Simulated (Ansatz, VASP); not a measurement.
C in VASP and in Ansatz

Contents of INCAR:

```
SYSTEM = C
ALGO = Normal
EDIFF = 1E-6
ENCUT = 600
GGA = PS
GGA_COMPAT = .False.
ISIF = 2
ISMEAR = 0
LASPH = .True.
LCHARG = .False.
LREAL = .False.
LWAVE = .False.
NBANDS = 16
NELM = 120
PREC = Accurate
SIGMA = 0.15
```

The input KPOINTS:

```
k-points
0
Gamma
  18 18 6
  0 0 0
```

The input POSCAR:

```
C
1.0
    1.2294745828     -2.1290849001      0.0000000000
    1.2294745828      2.1290849001      0.0000000000
    0.0000000000      0.0000000000      7.3778161753
C
4
Direct
    0.1287070904      0.8019950150      0.7498448864
    0.5379362156      0.5313616790      0.2501554438
    0.8712929096      0.1980049850      0.2501551136
    0.4620637844      0.4686383210      0.7498445562
```

Input for Ansatz:

```yaml
crystal:
  lattice:
    - [1.2294745828, -2.1290849001, 0.0]
    - [1.2294745828, 2.1290849001, 0.0]
    - [0.0, 0.0, 7.3778161753]
  atoms:
    - { symbol: C, position: [0.1287070904, 0.801995015, 0.7498448864] }
    - { symbol: C, position: [0.5379362156, 0.531361679, 0.2501554438] }
    - { symbol: C, position: [0.8712929096, 0.198004985, 0.2501551136] }
    - { symbol: C, position: [0.4620637844, 0.468638321, 0.7498445562] }
basis:
  ecutwfc: 520.0
kpoints:
  mp_grid: { grid: [18, 18, 6] }
hamiltonian:
  xc: pbesol
  pseudopotentials: { kind: paw, azcp: { folder: soft_1 } }
scf:
  occupations: { method: gaussian, width: 0.15 }
output:
  forces: true
  stress: true
  eigenvalues: true
```

Change from the starting cell: mode 1 frozen in at -0.341 Å and mode 5 at -0.085 Å (largest displacements).

Alike in both runs: task single point; functional PBEsol; k mesh 18 × 18 × 6; occupations gaussian, width 0.15 eV; no spin polarisation.

|  | VASP | Ansatz |
| --- | --- | --- |
| version | VASP 6.6.1 | Ansatz 0.2.0 |
| potentials or method | VASP PAW PBE potentials, release 64 (C), cutoff 600 eV | scalar-relativistic, plane waves, PAW |
| valence electrons in the cell | 16 | 16 |

Ansatz gave:

- gap on the k mesh at the Fermi level (eV): 0.01
- least direct gap on the mesh (eV): 0.01
- pressure (GPa): 0.0
- traceless stress, the component that is largest in VASP (GPa): -0.07

**Question.** What did VASP give for the same quantities?

**Answer.** gap on the k mesh at the Fermi level (eV): 0.01; least direct gap on the mesh (eV): 0.01; pressure (GPa): 0.3; traceless stress, the component that is largest in VASP (GPa): -0.65.

VASP's potentials were made for PBE, not for PBEsol, and Ansatz warns of the same on its side. The functional is the same, so the differences come from potentials, cutoffs and numerics.
